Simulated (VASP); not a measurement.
**SiC (Moissanite): single point with PBE**

The system is SiC (Moissanite).

```
Si C
1.0
     3.10142    0.00000    0.00000
    -1.55071    2.68591    0.00000
     0.00000    0.00000    5.08972
Si C
2 2
Direct
  0.33333 0.66667 0.00000
  0.66667 0.33333 0.50000
  0.33333 0.66667 0.38500
  0.66667 0.33333 0.88500
```

```yaml
Program: VASP 6.6.1
Task: single point
Functional: PBE
Potentials_or_basis: VASP PAW PBE potentials, release 64 (Si, C)
Cutoff: 520 eV
k_mesh: 12 × 12 × 4
Occupations: gaussian, width 0.01 eV
Spin: no spin polarisation
```

```yaml
Pressure: -1.7 GPa
Largest_force: 0.714 eV/Å
Band_gap_on_the_k_mesh: 2.37 eV, indirect (least direct gap 4.03 eV)
```

Forces in eV/Å, atoms in the order of the input:
```
Si   0.000  0.000  0.714
Si   0.000  0.000  0.714
C    0.000  0.000 -0.714
C    0.000  0.000 -0.714
```

Stress tensor (GPa, compression positive):
```
-0.41  0.00  0.00
 0.00 -0.41  0.00
 0.00  0.00 -4.29
```

Levels at points of the mesh, in eV from the valence-band top:
| k point | band 6 | band 7 | band 8 | band 9 | band 10 | band 11 |
| --- | --- | --- | --- | --- | --- | --- |
| (0.00, 0.00, 0.00) | -0.28 | -0.28 | 0.00 | 4.41 | 5.77 | 6.36 |
| (0.50, 0.00, 0.00) | -3.49 | -3.19 | -1.48 | 2.55 | 4.16 | 6.55 |
| (0.00, 0.00, 0.50) | -0.96 | -0.96 | -0.96 | 5.49 | 5.49 | 7.04 |
| (0.50, 0.00, 0.50) | -2.65 | -2.31 | -2.31 | 3.11 | 3.11 | 4.89 |

It took 26 s on 1 thread of Intel(R) Xeon(R) Platinum 8259CL CPU @ 2.50GHz (Skylake/Cascade Lake), on a shared host, peak memory 0.17 GiB.

A k mesh can miss the band edges. A hybrid or GW would open this gap; PBE tends to underestimate it.
